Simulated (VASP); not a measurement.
Input of a VASP 6.6.1 run:

Contents of POSCAR:

```
CdC2S2O2
1.0
    0.0000000000      3.9964690000      0.0000000000
    5.3777330000     -1.9982350000      0.0000000000
    0.5855000000      0.0000000000     -6.3355210000
C Cd O S
2 1 2 2
Direct
    0.2597000000      0.5194000000      0.7739000000
    0.7403000000      0.4806000000      0.2261000000
    0.0000000000      0.0000000000      0.0000000000
    0.3580000000      0.7160000000      0.8362000000
    0.6420000000      0.2840000000      0.1638000000
    0.1269000000      0.2538000000      0.6778000000
    0.8731000000      0.7462000000      0.3222000000
```

File INCAR.step1:

```
PREC     = Accurate       # precision mode
ENCUT    = 520            # plane-wave cutoff, eV
ISMEAR   = -1             # smearing method
SIGMA    = 0.1            # smearing width, eV
LREAL    = F              # projectors in reciprocal space
LASPH    = T              # aspherical terms in the spheres
NELM     = 80             # most SCF steps
NBANDS   = 31             # bands
GGA      = PE             # functional
ALGO     = Normal         # electronic algorithm
EDIFF    = 1E-4           # SCF threshold, eV
LWAVE    = T              # write WAVECAR
LCHARG   = F              # write CHGCAR
```

Contents of INCAR.step2:

```
PREC     = Accurate       # precision mode
ENCUT    = 520            # plane-wave cutoff, eV
EDIFF    = 1E-6           # SCF threshold, eV
ISMEAR   = -1             # smearing method
SIGMA    = 0.1            # smearing width, eV
LREAL    = F              # projectors in reciprocal space
LASPH    = T              # aspherical terms in the spheres
NELM     = 80             # most SCF steps
ALGO     = Normal         # electronic algorithm
ISIF     = 2              # what is computed and relaxed
LWAVE    = F              # write WAVECAR
LCHARG   = T              # write CHGCAR
METAGGA  = R2SCAN         # meta-GGA
LMIXTAU  = T            
LELF     = T              # ELF
LVHAR    = T            
NBANDS   = 31             # bands
ISTART   = 1
```

Contents of KPOINTS:

```
Automatic mesh
0
Gamma
  7 7 4
```

Potentials or basis: VASP PAW PBE potentials, release 64 (C, Cd, O, S).

Command:

```console
$ cat potpaw_PBE.64/C/POTCAR potpaw_PBE.64/Cd/POTCAR potpaw_PBE.64/O/POTCAR potpaw_PBE.64/S/POTCAR > POTCAR
$ cp INCAR.step1 INCAR
$ mpirun -np 1 vasp_std > vasp.out
$ cp INCAR.step2 INCAR
$ mpirun -np 1 vasp_std > vasp.out
```

Q: Predict the band gap on the k mesh.

A: Zero (bands 22 and 23 overlap by 0.12 eV).

Q: What does it give for the pressure?

A: 7.3 GPa.

Forces on the atoms (eV/Å):
```
C   -4.396  0.000  3.081
C    4.396  0.000 -3.081
Cd   0.000  0.000  0.000
O    3.245  0.000 -1.486
O   -3.245  0.000  1.486
S    2.679  0.000  0.743
S   -2.679  0.000 -0.743
```

Caveat: the stress differs along the axes, from 0 to 11 GPa; the PAW data sets were made with another functional, which shifts forces and pressure a little.
